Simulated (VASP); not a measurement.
# Ba (Im-3m) in VASP: single point with PBE

Aim: the single point of Ba with PBE.

Everything below comes from runs of VASP 6.6.1. Logs are shortened: lines on timing, memory, paths and dates and some standing lists are left out, and cuts for length are marked.

## 1. The cell of the first run

It takes space group Im-3m (No. 229, cubic). The conventional cell has a = 5.020 Å, b = 5.020 Å, c = 5.020 Å, α = 90.00°, β = 90.00°, γ = 90.00°. Within 5.7 Å of Ba (site symmetry m-3m) lie 14 Ba at 4.35 to 5.02 Å.

## 2. Single point, PBE

The input, INCAR:

```
  PREC = Accurate
  ENCUT = 520
  EDIFF = 1E-7
  ISMEAR = 0
  SIGMA = 0.05
  LREAL = F
  LASPH = T
  NELM = 100
  ALGO = Normal
  ISIF = 2
  LWAVE = F
  LCHARG = T
  GGA = PE
  LELF = T
  LVHAR = T
  NBANDS = 11
```

The input, KPOINTS:

```
regular mesh
0
Gamma
  6 6 6
```

The input, POSCAR:

```
Ba
1.0
   -2.5100000000      2.5100000000      2.5100000000
    2.5100000000     -2.5100000000      2.5100000000
    2.5100000000      2.5100000000     -2.5100000000
Ba
1
Direct
    0.0000000000      0.0000000000      0.0000000000
```

Potentials or basis: VASP PAW PBE potentials, release 64 (Ba_sv).

Started as:

```console
> cat potpaw_PBE.64/Ba_sv/POTCAR > POTCAR
> mpirun -np 1 vasp_std > vasp.out
```

OUTCAR:

```text
PREC = Accurate
   ENCUT = 520
   EDIFF = 1E-7
   ISMEAR = 0
   LREAL = F
   LASPH = T
   NELM = 100
   ISIF = 2
   GGA = PE

 ion  position               nearest neighbor table
   1  0.000  0.000  0.000-

  LATTYP: Found a body centered cubic cell.
 ALAT       =     5.0200000000

  Lattice vectors:

 A1 = (  -2.5100000000,   2.5100000000,   2.5100000000)
 A2 = (   2.5100000000,  -2.5100000000,   2.5100000000)
 A3 = (   2.5100000000,   2.5100000000,  -2.5100000000)

Analysis of symmetry for initial positions (statically):
=====================================================================
 Subroutine PRICEL returns:
 Original cell was already a primitive cell.

 Routine SETGRP: Setting up the symmetry group for a
 body centered cubic supercell.

 Subroutine GETGRP returns: Found 48 space group operations
 (whereof 48 operations were pure point group operations)
 out of a pool of 48 trial point group operations.

The static configuration has the point symmetry O_h .

Analysis of symmetry for dynamics (positions and initial velocities):
=====================================================================
 Subroutine PRICEL returns:
 Original cell was already a primitive cell.

 Routine SETGRP: Setting up the symmetry group for a
 body centered cubic supercell.

 Subroutine GETGRP returns: Found 48 space group operations
 (whereof 48 operations were pure point group operations)
 out of a pool of 48 trial point group operations.

The dynamic configuration has the point symmetry O_h .

 Subroutine INISYM returns: Found 48 space group operations
 (whereof 48 operations are pure point group operations),
 and found     1 'primitive' translations

----------------------------------------------------------------------------------------

                                     Primitive cell

  volume of cell :      63.2530

  direct lattice vectors                    reciprocal lattice vectors
    -2.510000000  2.510000000  2.510000000     0.000000000  0.199203187  0.199203187
     2.510000000 -2.510000000  2.510000000     0.199203187  0.000000000  0.199203187
     2.510000000  2.510000000 -2.510000000     0.199203187  0.199203187  0.000000000

  length of vectors
     4.347447527  4.347447527  4.347447527     0.281715849  0.281715849  0.281715849

  position of ions in fractional coordinates (direct lattice)
     0.000000000  0.000000000  0.000000000

  ion indices of the primitive-cell ions
   primitive index   ion index
                 1           1

----------------------------------------------------------------------------------------

 KPOINTS: regular mesh

Automatic generation of k-mesh.
 Grid dimensions read from file:
 generate k-points for:    6    6    6

 Generating k-lattice:

  Cartesian coordinates                     Fractional coordinates (reciprocal lattice)
     0.000000000  0.033200531  0.033200531     0.166666667  0.000000000  0.000000000
     0.033200531  0.000000000  0.033200531     0.000000000  0.166666667  0.000000000
     0.033200531  0.033200531  0.000000000     0.000000000  0.000000000  0.166666667

  Length of vectors
     0.046952642  0.046952642  0.046952642

  Shift w.r.t. Gamma in fractional coordinates (k-lattice)
     0.000000000  0.000000000  0.000000000

 Subroutine IBZKPT returns following result:
 ===========================================

 Found     16 irreducible k-points:

 Following reciprocal coordinates:
            Coordinates               Weight
  0.000000  0.000000  0.000000      1.000000
  0.166667  0.000000  0.000000     12.000000
  0.333333  0.000000  0.000000     12.000000
  0.500000  0.000000  0.000000      6.000000
  0.166667  0.166667  0.000000     24.000000
  0.333333  0.166667 -0.000000     48.000000
[... 8 lines left out ...]
  0.500000  0.500000  0.333333     12.000000
  0.500000  0.500000  0.500000      1.000000
   k-points           NKPTS =     16   k-points in BZ     NKDIM =     16   number of bands    NBANDS=     11
   number of dos      NEDOS =    301   number of ions     NIONS =      1
   total plane-waves  NPLWV =  32768
   dimension x,y,z NGX =    32 NGY =   32 NGZ =   32
   dimension x,y,z NGXF=    64 NGYF=   64 NGZF=   64
   ions per type =               1
   NGX,Y,Z   is equivalent  to a cutoff of  12.24, 12.24, 12.24 a.u.
   NGXF,Y,Z  is equivalent  to a cutoff of  24.47, 24.47, 24.47 a.u.
 SYSTEM =  unknown system
   PREC   = accura    normal or accurate (medium, high low for compatibility)
   ISTART =      0    job   : 0-new  1-cont  2-samecut
   ICHARG =      2    charge: 1-file 2-atom 10-const
   ISPIN  =      1    spin polarized calculation?
   LNONCOLLINEAR =      F non collinear calculations
   LSORBIT =      F    spin-orbit coupling
   LASPH  =      T    aspherical Exc in radial PAW
   ENCUT  =  520.0 eV  38.22 Ry    6.18 a.u.   8.08  8.08  8.08*2*pi/ulx,y,z
   NELM   =    100;   NELMIN=  2; NELMDL= -5     # of ELM steps
   EDIFF  = 0.1E-06   stopping-criterion for ELM
   LREAL  =      F    real-space projection
   EDIFFG = 0.1E-05   stopping-criterion for IOM
   NSW    =      0    number of steps for IOM
   IBRION =     -1    ionic relax: 0-MD 1-quasi-New 2-CG
   NFREE  =      0    steps in history (QN), initial steepest desc. (CG)
   ISIF   =      2    stress and relaxation
   ISYM   =      2    0-nonsym 1-usesym 2-fastsym
   POTIM  = 0.5000    time-step for ionic-motion
   TEBEG  =    0.0;   TEEND  =   0.0 temperature during run
   PSTRESS=    0.0 pullay stress
   NELECT =      10.0000    total number of electrons
   NUPDOWN=      -1.0000    fix difference up-down
   EMIN   =  10.00;   EMAX   =-10.00  energy-range for DOS
   EFERMI =   0.00;   METHOD = LEGACY
   ISMEAR =     0;   SIGMA  =   0.05  broadening in eV -4-tet -1-fermi 0-gaus
   EFERMI_NEDOS =   21; number of points for ismear=-14 and -15
   IALGO  =     38    algorithm
   IMIX   =      4    mixing-type and parameters
     AMIX     =   0.40;   BMIX     =  1.00
     AMIX_MAG =   1.60;   BMIX_MAG =  1.00
  volume/ion in A,a.u.               =      63.25       426.85
  Fermi-wavevector in a.u.,A,eV,Ry     =   0.885213  1.672810 10.661553  0.783602
  Thomas-Fermi vector in A             =   2.006216
   LORBIT       =      0    0 simple, 1 ext, 2 COOP (PROOUT), +10 PAW based schemes
   GGA     = PE    functional components
   LHFCALC =     F    Hartree Fock is set to
   AEXX    =    0.0000 exact exchange contribution
   IVDW    =     0    specifies the selected vdW correction
   LEPSILON=     F    determine dielectric tensor
   LRPA    =     F    only Hartree local field effects (RPA)
 non-spin polarized calculation
 Gauss-broadening in eV      SIGMA  =   0.05
  energy-cutoff  :      520.00
  volume of cell :       63.25
 maximum number of plane-waves:      1722
   NGX = 17   NGY = 17   NGZ = 17

 number of electron      10.0000000 magnetization

 Free energy of the ion-electron system (eV)
  ---------------------------------------------------
  ext. energy  EPLUGINS =         0.00000000
  ---------------------------------------------------
  free energy    TOTEN  =        -1.90063423 eV

  energy without entropy =       -1.89823395  energy(sigma->0) =       -1.89943409

 E-fermi :   1.6713     XC(G=0):  -7.3974

 val. band max:        1.5557590748   @ k =  -0.3333   0.5000   0.1667
 cond. band min:       1.6741463776   @ k =  -0.3333   0.3333   0.3333
 fundamental gap:      0.1183873028
 Fermi energy:         1.6712936681

 k-point     1 :       0.0000    0.0000    0.0000
  band No.  band energies     occupation
      1     -27.2656      2.00000
      2     -12.2169      2.00000
      3     -12.2169      2.00000
      4     -12.2169      2.00000
      5      -1.1160      2.00000
      6       3.4585      0.00000
      7       3.4585      0.00000
      8       3.4585      0.00000
      9       4.8498      0.00000
     10       4.8498      0.00000
     11       8.5559      0.00000

 k-point     2 :       0.1667    0.0000    0.0000
  band No.  band energies     occupation
      1     -27.2550      2.00000
      2     -12.3368      2.00000
      3     -12.2542      2.00000
      4     -12.2177      2.00000
      5      -0.6234      2.00000
      6       3.0945      0.00000
      7       3.1529      0.00000
      8       3.9789      0.00000
      9       4.5182      0.00000
     10       4.8442      0.00000
     11       8.9977      0.00000

 k-point     3 :       0.3333    0.0000    0.0000
  band No.  band energies     occupation
      1     -27.2338      2.00000
      2     -12.5630      2.00000
      3     -12.3270      2.00000
      4     -12.2192      2.00000
      5       0.3921      2.00000
      6       2.5464      0.00000
      7       2.5940      0.00000
      8       4.7869      0.00000
      9       5.0643      0.00000
     10       5.4207      0.00000
     11       8.1865      0.00000

 k-point     4 :       0.5000    0.0000    0.0000
  band No.  band energies     occupation
      1     -27.2231      2.00000
      2     -12.6702      2.00000
      3     -12.3627      2.00000
      4     -12.2200      2.00000
      5       0.7438      2.00000
      6       2.3247      0.00000
      7       2.8686      0.00000
      8       4.8195      0.00000
      9       5.3962      0.00000
     10       6.8295      0.00000
     11       7.2636      0.00000
[... 127 lines left out ...]
 k-point    14 :      -0.3333    0.3333    0.3333
  band No.  band energies     occupation
      1     -27.2081      2.00000
      2     -12.5167      2.00000
      3     -12.4506      2.00000
      4     -12.4506      2.00000
      5       1.3273      2.00000
      6       1.6741      0.93569
      7       4.0181      0.00000
      8       4.0181      0.00000
      9       4.8032      0.00000
     10       5.3111      0.00000
     11       9.4658      0.00000

 k-point    15 :       0.5000    0.5000    0.3333
  band No.  band energies     occupation
      1     -27.1994      2.00000
      2     -12.5669      2.00000
      3     -12.4904      2.00000
      4     -12.4569      2.00000
      5       1.3390      2.00000
      6       1.4230      2.00000
      7       4.0449      0.00000
      8       4.2355      0.00000
      9       6.0304      0.00000
     10       6.4526      0.00000
     11       7.3847      0.00000

 k-point    16 :       0.5000    0.5000    0.5000
  band No.  band energies     occupation
      1     -27.1915      2.00000
      2     -12.5316      2.00000
      3     -12.5316      2.00000
      4     -12.5316      2.00000
      5       1.0910      2.00000
      6       1.0910      2.00000
      7       5.9732      0.00000
      8       5.9732      0.00000
      9       5.9732      0.00000
     10       6.3408      0.00000
     11       6.3408      0.00000

------------------------ aborting loop because EDIFF is reached ----------------------------------------

  FORCE on cell =-STRESS in cart. coord.  units (eV):
  Direction    XX          YY          ZZ          XY          YZ          ZX
  --------------------------------------------------------------------------------------
  -------------------------------------------------------------------------------------
  Total        0.0687188      0.0687188      0.0687188     -0.0000000      0.0000000      0.0000000
  in kB        1.7406229      1.7406229      1.7406229     -0.0000000      0.0000000      0.0000000
  external PRESSURE =       1.7406229 kB  Pullay stress =       0.0000000 kB

 VOLUME and BASIS-vectors are now :
 -----------------------------------------------------------------------------
  energy-cutoff  :      520.00
  volume of cell :       63.25
      direct lattice vectors                 reciprocal lattice vectors
    -2.510000000  2.510000000  2.510000000     0.000000000  0.199203187  0.199203187
     2.510000000 -2.510000000  2.510000000     0.199203187  0.000000000  0.199203187
     2.510000000  2.510000000 -2.510000000     0.199203187  0.199203187  0.000000000

 POSITION                                       TOTAL-FORCE (eV/Angst)
 -----------------------------------------------------------------------------------
      0.00000      0.00000      0.00000         0.000000     -0.000000      0.000000
 -----------------------------------------------------------------------------------
    total drift:                               -0.000000      0.000000      0.000000

  FREE ENERGIE OF THE ION-ELECTRON SYSTEM (eV)
  ---------------------------------------------------
  free  energy   TOTEN  =        -1.9006342288 eV

  energy  without entropy=       -1.8982339527  energy(sigma->0) =       -1.89943409
```

Run time: 8.2 s. Hardware: 1 thread of Intel Xeon Platinum 8259CL at 2.50GHz (Skylake/Cascade Lake), shared host; peak memory 0.17 GiB.

What came out:

```yaml
Free_energy: -1.9006 eV
Pressure: 0.2 GPa
Band_gap_on_the_k_mesh: zero (band 5 reaches 1.74 eV, above the bottom of band 6 at 1.09 eV)
```

Levels at points of the mesh, in eV from the Fermi level:
```csv
k point,band 2,band 3,band 4,band 5,band 6,band 7,band 8,band 9
"(0.00, 0.00, 0.00)",-13.89,-13.89,-13.89,-2.79,1.79,1.79,1.79,3.18
"(0.50, 0.00, 0.00)",-14.34,-14.03,-13.89,-0.93,0.65,1.20,3.15,3.72
"(0.50, 0.50, 0.50)",-14.20,-14.20,-14.20,-0.58,-0.58,4.30,4.30,4.30
```

Caveat: spin-orbit coupling is left out, which moves the levels of the heavy elements.
